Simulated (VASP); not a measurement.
# WS2 (Fm-3m) in VASP: settings compared

Aim: see how the results for WS2 move with the level of theory and the settings. Levels: PBEsol, r2SCAN+rVV10. Tasks: single point.

Everything below comes from runs of VASP 6.6.1. Logs are shortened: lines on timing, memory, paths and dates and some standing lists are left out, and cuts for length are marked.

## 1. The cell of the first run

Symmetry: Fm-3m, No. 225, cubic system. The conventional cell has a = 5.804 Å, b = 5.804 Å, c = 5.804 Å, α = 90.00°, β = 90.00°, γ = 90.00°. Within 3.3 Å of W (site symmetry m-3m) lie 8 S at 2.51 Å. Within 3.3 Å of S (site symmetry -43m) lie 4 W at 2.51 Å and 6 S at 2.90 Å.

## 2. Single point, PBEsol

Input file INCAR:

```
  ALGO = Normal
  EDIFF = 1E-6
  ENCUT = 520
  GGA = PS
  ISIF = 2
  ISMEAR = -1
  LASPH = True
  LCHARG = False
  LREAL = False
  LWAVE = False
  NBANDS = 20
  NELM = 80
  PREC = Accurate
  SIGMA = 0.03
```

Input file KPOINTS:

```
k-points
0
Gamma
  6 6 6
```

Input file POSCAR:

```
WS2
1.0
    0.0000000000      2.9018941220      2.9018941220
    2.9018941220      0.0000000000      2.9018941220
    2.9018941220      2.9018941220      0.0000000000
W S
1 2
Direct
    0.0000000000      0.0000000000      0.0000000000
    0.2500000000      0.2500000000      0.2500000000
    0.7500000000      0.7500000000      0.7500000000
```

Potentials or basis: VASP PAW PBE potentials, release 64 (W_sv, S).

The run is started by

```console
> cat potpaw_PBE.64/W_sv/POTCAR potpaw_PBE.64/S/POTCAR > POTCAR
> mpirun -np 1 vasp_std > vasp.out
```

OUTCAR:

```text
EDIFF = 1E-6
   ENCUT = 520
   GGA = PS
   ISIF = 2
   ISMEAR = -1
   LASPH = True
   LREAL = False
   NELM = 80
   PREC = Accurate

 ion  position               nearest neighbor table
   1  0.000  0.000  0.000-   3 2.51   3 2.51   3 2.51   2 2.51   3 2.51   2 2.51   2 2.51   2 2.51

   2  0.250  0.250  0.250-   1 2.51   1 2.51   1 2.51   1 2.51
   3  0.750  0.750  0.750-   1 2.51   1 2.51   1 2.51   1 2.51

  LATTYP: Found a face centered cubic cell.
 ALAT       =     5.8037882440

  Lattice vectors:

 A1 = (   0.0000000000,   2.9018941220,   2.9018941220)
 A2 = (   2.9018941220,   0.0000000000,   2.9018941220)
 A3 = (   2.9018941220,   2.9018941220,   0.0000000000)

Analysis of symmetry for initial positions (statically):
=====================================================================
 Subroutine PRICEL returns:
 Original cell was already a primitive cell.

 Routine SETGRP: Setting up the symmetry group for a
 face centered cubic supercell.

 Subroutine GETGRP returns: Found 48 space group operations
 (whereof 48 operations were pure point group operations)
 out of a pool of 48 trial point group operations.

The static configuration has the point symmetry O_h .

Analysis of symmetry for dynamics (positions and initial velocities):
=====================================================================
 Subroutine PRICEL returns:
 Original cell was already a primitive cell.

 Routine SETGRP: Setting up the symmetry group for a
 face centered cubic supercell.

 Subroutine GETGRP returns: Found 48 space group operations
 (whereof 48 operations were pure point group operations)
 out of a pool of 48 trial point group operations.

The dynamic configuration has the point symmetry O_h .

 Subroutine INISYM returns: Found 48 space group operations
 (whereof 48 operations are pure point group operations),
 and found     1 'primitive' translations

----------------------------------------------------------------------------------------

                                     Primitive cell

  volume of cell :      48.8736

  direct lattice vectors                    reciprocal lattice vectors
     0.000000000  2.901894122  2.901894122    -0.172301255  0.172301255  0.172301255
[... 73 lines left out ...]
   ISPIN  =      1    spin polarized calculation?
   LNONCOLLINEAR =      F non collinear calculations
   LSORBIT =      F    spin-orbit coupling
   LASPH  =      T    aspherical Exc in radial PAW
   ENCUT  =  520.0 eV  38.22 Ry    6.18 a.u.   7.63  7.63  7.63*2*pi/ulx,y,z
   NELM   =     80;   NELMIN=  2; NELMDL= -5     # of ELM steps
   EDIFF  = 0.1E-05   stopping-criterion for ELM
   LREAL  =      F    real-space projection
   EDIFFG = 0.1E-04   stopping-criterion for IOM
   NSW    =      0    number of steps for IOM
   IBRION =     -1    ionic relax: 0-MD 1-quasi-New 2-CG
   NFREE  =      0    steps in history (QN), initial steepest desc. (CG)
   ISIF   =      2    stress and relaxation
   ISYM   =      2    0-nonsym 1-usesym 2-fastsym
   POTIM  = 0.5000    time-step for ionic-motion
   TEBEG  =    0.0;   TEEND  =   0.0 temperature during run
   PSTRESS=    0.0 pullay stress
   NELECT =      26.0000    total number of electrons
   NUPDOWN=      -1.0000    fix difference up-down
   EMIN   =  10.00;   EMAX   =-10.00  energy-range for DOS
   EFERMI =   0.00;   METHOD = LEGACY
   ISMEAR =    -1;   SIGMA  =   0.03  broadening in eV -4-tet -1-fermi 0-gaus
   EFERMI_NEDOS =   21; number of points for ismear=-14 and -15
   IALGO  =     38    algorithm
   IMIX   =      4    mixing-type and parameters
     AMIX     =   0.40;   BMIX     =  1.00
     AMIX_MAG =   1.60;   BMIX_MAG =  1.00
  volume/ion in A,a.u.               =      16.29       109.94
  Fermi-wavevector in a.u.,A,eV,Ry     =   1.326501  2.506724 23.940893  1.759606
  Thomas-Fermi vector in A             =   2.455883
   LORBIT       =      0    0 simple, 1 ext, 2 COOP (PROOUT), +10 PAW based schemes
   GGA     = PS    functional components
   LHFCALC =     F    Hartree Fock is set to
   AEXX    =    0.0000 exact exchange contribution
   IVDW    =     0    specifies the selected vdW correction
   LEPSILON=     F    determine dielectric tensor
   LRPA    =     F    only Hartree local field effects (RPA)
 non-spin polarized calculation
  energy-cutoff  :      520.00
  volume of cell :       48.87
 maximum number of plane-waves:      1363
 NGX is ok and might be reduce to    32
   NGX = 15   NGY = 15   NGZ = 15

 number of electron      25.9999999 magnetization

 Free energy of the ion-electron system (eV)
  ---------------------------------------------------
  ext. energy  EPLUGINS =         0.00000000
  ---------------------------------------------------
  free energy    TOTEN  =       -22.84302972 eV

  energy without entropy =      -22.83110316  energy(sigma->0) =      -22.83706644

 E-fermi :   8.5807     XC(G=0): -11.7010

 val. band max:        8.5762681382   @ k =   0.5000   0.1667   0.0000
 cond. band min:       8.6434023277   @ k =   0.1667   0.1667   0.0000
 fundamental gap:      0.0671341895
 Fermi energy:         8.5806847179

 k-point     1 :       0.0000    0.0000    0.0000
  band No.  band energies     occupation
      1     -65.6362      2.00000
      2     -29.8511      2.00000
      3     -29.8511      2.00000
      4     -29.8511      2.00000
      5      -7.5390      2.00000
      6      -2.3629      2.00000
[... 357 lines left out ...]
     19      16.1724      0.00000
     20      16.5902      0.00000

------------------------ aborting loop because EDIFF is reached ----------------------------------------

  FORCE on cell =-STRESS in cart. coord.  units (eV):
  Direction    XX          YY          ZZ          XY          YZ          ZX
  --------------------------------------------------------------------------------------
  -------------------------------------------------------------------------------------
  Total        0.0861783      0.0861783      0.0861783      0.0000000      0.0000000      0.0000000
  in kB        2.8250986      2.8250986      2.8250986      0.0000000      0.0000000      0.0000000
  external PRESSURE =       2.8250986 kB  Pullay stress =       0.0000000 kB

 VOLUME and BASIS-vectors are now :
 -----------------------------------------------------------------------------
  energy-cutoff  :      520.00
  volume of cell :       48.87
      direct lattice vectors                 reciprocal lattice vectors
     0.000000000  2.901894122  2.901894122    -0.172301255  0.172301255  0.172301255
     2.901894122  0.000000000  2.901894122     0.172301255 -0.172301255  0.172301255
     2.901894122  2.901894122  0.000000000     0.172301255  0.172301255 -0.172301255

 POSITION                                       TOTAL-FORCE (eV/Angst)
 -----------------------------------------------------------------------------------
      0.00000      0.00000      0.00000        -0.000000     -0.000000     -0.000000
      1.45095      1.45095      1.45095         0.000000      0.000000      0.000000
      4.35284      4.35284      4.35284        -0.000000     -0.000000     -0.000000
 -----------------------------------------------------------------------------------
    total drift:                                0.000000     -0.000000      0.000000

  FREE ENERGIE OF THE ION-ELECTRON SYSTEM (eV)
  ---------------------------------------------------
  free  energy   TOTEN  =       -22.8430297192 eV

  energy  without entropy=      -22.8311031636  energy(sigma->0) =      -22.83706644
```

Run time: 27 s. Hardware: 1 thread of Intel Xeon 8259CL, shared host; peak memory 0.18 GiB.

What came out:

```yaml
Free_energy: -22.8430 eV
Pressure: 0.3 GPa
Band_gap_on_the_k_mesh: zero (bands 13 and 14 overlap by 1.13 eV)
```

Caveat: the PAW data sets were made with another functional, which shifts forces and pressure a little; spin-orbit coupling is left out, which moves the levels of the heavy elements.

## 3. Single point, r2SCAN+rVV10

This run uses another cell than the first one, of 16.64 Å³/atom.

Input file POSCAR:

```
WS2
1.0
    0.0000000000      2.9227091924      2.9227091924
    2.9227091924      0.0000000000      2.9227091924
    2.9227091924      2.9227091924      0.0000000000
W S
1 2
Direct
    0.0000000000      0.0000000000      0.0000000000
    0.2500000000      0.2500000000      0.2500000000
    0.7500000000      0.7500000000      0.7500000000
```

Input file INCAR.step1:

```
SYSTEM = WS2
PREC = Accurate
ENCUT = 520
ISMEAR = -1
SIGMA = 0.03
LREAL = .False.
LASPH = .True.
NELM = 60
NBANDS = 20
GGA = PE
ALGO = Normal
EDIFF = 1E-4
LWAVE = .True.
LCHARG = .False.
```

Input file INCAR.step2:

```
SYSTEM = WS2
PREC = Accurate
ENCUT = 520
EDIFF = 1E-6
ISMEAR = -1
SIGMA = 0.03
LREAL = .False.
LASPH = .True.
NELM = 60
ALGO = Normal
ISIF = 2
LWAVE = .False.
LCHARG = .True.
METAGGA = R2SCAN
LMIXTAU = .True.
LUSE_VDW = .True.
IVDW_NL = 2
BPARAM = 11.95
CPARAM = 0.0093
LELF = .True.
LVHAR = .True.
NBANDS = 20
ISTART = 1
```

Input file KPOINTS:

```
regular mesh
0
Gamma
  8 8 8
  0 0 0
```

Potentials or basis: VASP PAW PBE potentials, release 64 (W_sv, S).

The run is started by

```console
> cat potpaw_PBE.64/W_sv/POTCAR potpaw_PBE.64/S/POTCAR > POTCAR
> cp INCAR.step1 INCAR
> mpirun -np 1 vasp_std > vasp.out
> cp INCAR.step2 INCAR
> mpirun -np 1 vasp_std > vasp.out
```

OUTCAR:

```text
SYSTEM = WS2
   PREC = Accurate
   ENCUT = 520
   EDIFF = 1E-6
   ISMEAR = -1
   LREAL = .False.
   LASPH = .True.
   NELM = 60
   ISIF = 2
   METAGGA = R2SCAN
   IVDW_NL = 2
   BPARAM = 11.95
   ISTART = 1

 ion  position               nearest neighbor table
   1  0.000  0.000  0.000-   2 2.53   3 2.53   3 2.53   3 2.53   3 2.53   2 2.53   2 2.53   2 2.53

   2  0.250  0.250  0.250-   1 2.53   1 2.53   1 2.53   1 2.53
   3  0.750  0.750  0.750-   1 2.53   1 2.53   1 2.53   1 2.53

  LATTYP: Found a face centered cubic cell.
 ALAT       =     5.8454183848

  Lattice vectors:

 A1 = (   0.0000000000,   2.9227091924,   2.9227091924)
 A2 = (   2.9227091924,   0.0000000000,   2.9227091924)
 A3 = (   2.9227091924,   2.9227091924,   0.0000000000)

Analysis of symmetry for initial positions (statically):
=====================================================================
 Subroutine PRICEL returns:
 Original cell was already a primitive cell.

 Routine SETGRP: Setting up the symmetry group for a
[... 160 lines left out ...]

 number of electron      25.9999997 magnetization

 Free energy of the ion-electron system (eV)
  ---------------------------------------------------
  ext. energy  EPLUGINS =         0.00000000
  ---------------------------------------------------
  free energy    TOTEN  =       -66.86703907 eV

  energy without entropy =      -66.85202650  energy(sigma->0) =      -66.85953279

 E-fermi :   8.2674     XC(G=0): -12.2254

 val. band max:        8.2575725031   @ k =  -0.3750   0.3750   0.0000
 cond. band min:       8.2746371938   @ k =   0.5000   0.2500   0.0000
 fundamental gap:      0.0170646908
 Fermi energy:         8.2673592966

 k-point     1 :       0.0000    0.0000    0.0000
  band No.  band energies     occupation
      1     -68.0172      2.00000
      2     -31.5655      2.00000
      3     -31.5655      2.00000
      4     -31.5655      2.00000
      5      -8.4042      2.00000
      6      -3.2247      2.00000
[... 541 lines left out ...]
     19      15.7581      0.00000
     20      18.8497      0.00000

 [... further k-points ...]
[... 5 lines left out ...]
  --------------------------------------------------------------------------------------
  -------------------------------------------------------------------------------------
  Total        0.1310999      0.1310999      0.1310999      0.0000000      0.0000000      0.0000000
  in kB        4.2065506      4.2065506      4.2065506      0.0000000      0.0000000      0.0000000
  external PRESSURE =       4.2065506 kB  Pullay stress =       0.0000000 kB

 VOLUME and BASIS-vectors are now :
 -----------------------------------------------------------------------------
  energy-cutoff  :      520.00
  volume of cell :       49.93
      direct lattice vectors                 reciprocal lattice vectors
     0.000000000  2.922709192  2.922709192    -0.171074153  0.171074153  0.171074153
     2.922709192  0.000000000  2.922709192     0.171074153 -0.171074153  0.171074153
     2.922709192  2.922709192  0.000000000     0.171074153  0.171074153 -0.171074153

 POSITION                                       TOTAL-FORCE (eV/Angst)
 -----------------------------------------------------------------------------------
      0.00000      0.00000      0.00000        -0.000000     -0.000000     -0.000000
      1.46135      1.46135      1.46135        -0.000000     -0.000000     -0.000000
      4.38406      4.38406      4.38406         0.000000      0.000000      0.000000
 -----------------------------------------------------------------------------------
    total drift:                                0.000000     -0.000000      0.000000

  FREE ENERGIE OF THE ION-ELECTRON SYSTEM (eV)
  ---------------------------------------------------
  free  energy   TOTEN  =       -66.8670390738 eV

  energy  without entropy=      -66.8520265034  energy(sigma->0) =      -66.85953279
```

OSZICAR.step1:

```text
N       E                     dE             d eps       ncg     rms          rms(c)
DAV:   1     0.198582923214E+03    0.19858E+03   -0.13216E+04  1160   0.131E+03
DAV:   2    -0.120258851388E+02   -0.21061E+03   -0.20452E+03  1348   0.347E+02
DAV:   3    -0.225120691502E+02   -0.10486E+02   -0.10295E+02  1432   0.704E+01
DAV:   4    -0.226673649235E+02   -0.15530E+00   -0.15497E+00  1392   0.939E+00
DAV:   5    -0.226697516855E+02   -0.23868E-02   -0.23864E-02  1452   0.119E+00    0.213E+01
DAV:   6    -0.213903035816E+02    0.12794E+01   -0.11653E+01  1308   0.184E+01    0.893E+00
DAV:   7    -0.211640086614E+02    0.22629E+00   -0.27661E+00  1340   0.804E+00    0.738E+00
DAV:   8    -0.211136951078E+02    0.50314E-01   -0.49307E-01  1340   0.420E+00    0.102E+00
DAV:   9    -0.210923221850E+02    0.21373E-01   -0.88992E-02  1328   0.162E+00    0.221E-01
DAV:  10    -0.210924674179E+02   -0.14523E-03   -0.17132E-03  1360   0.279E-01    0.113E-01
DAV:  11    -0.210927203515E+02   -0.25293E-03   -0.91833E-04  1264   0.136E-01    0.901E-02
DAV:  12    -0.210926091494E+02    0.11120E-03   -0.74117E-04  1180   0.143E-01    0.588E-02
DAV:  13    -0.210925996184E+02    0.95310E-05   -0.10997E-04   752   0.665E-02
   1 F= -.21092600E+02 E0= -.21085081E+02  d E =-.150363E-01
```

Wall time 4 min (1 thread of Intel Xeon 8259CL, shared host); peak memory 0.33 GiB.

What came out:

```
Free energy            : -66.8670 eV
Pressure               : 0.4 GPa
Band gap on the k mesh : zero (bands 13 and 14 overlap by 1.22 eV)
```

Levels at points of the mesh, in eV from the Fermi level:
| k point | band 10 | band 11 | band 12 | band 13 | band 14 | band 15 | band 16 | band 17 |
| --- | --- | --- | --- | --- | --- | --- | --- | --- |
| (0.00, 0.00, 0.00) | -1.03 | -1.03 | -0.84 | -0.84 | -0.84 | 4.95 | 4.95 | 4.95 |
| (0.50, 0.00, 0.00) | -3.47 | -3.47 | -3.45 | -0.41 | -0.41 | 2.19 | 4.84 | 4.84 |
| (0.50, 0.50, 0.00) | -2.87 | -2.87 | -1.23 | 0.30 | 0.76 | 2.41 | 3.94 | 3.94 |

Caveat: the PAW data sets were made with another functional, which shifts forces and pressure a little; spin-orbit coupling is left out, which moves the levels of the heavy elements.
